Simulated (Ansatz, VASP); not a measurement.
## Al in VASP and in Ansatz

```xyz
1
Lattice="0.0000 1.9956 1.9956 1.9956 0.0000 1.9956 1.9956 1.9956 0.0000" Properties=species:S:1:pos:R:3 pbc="T T T"
Al    1.9956    1.9956    1.9956
```

Alike in both runs: functional r2SCAN; k mesh 24 × 24 × 24; occupations gaussian, width 0.1 eV; no spin polarisation.

Ansatz relaxed the structure, and its values are those at the end. VASP's run is a single point on that final structure, the one shown.

|  | VASP | Ansatz |
| --- | --- | --- |
| version | VASP 6.6.1 | Ansatz 0.2.0 |
| potentials or method | VASP PAW PBE potentials, release 64 (Al), cutoff 520 eV | scalar-relativistic, plane waves, PAW |
| valence electrons in the cell | 3 | 3 |

Ansatz gave:

```
gap on the k mesh at the Fermi level (eV) : none
pressure (GPa)                            : 0.0
```

Question: Which values does VASP return?

Answer: gap on the k mesh at the Fermi level (eV): none; pressure (GPa): -0.3.

VASP's potentials were made for PBE, not for r2SCAN. A gap of «none» marks a metal or a gap that the smearing closes.
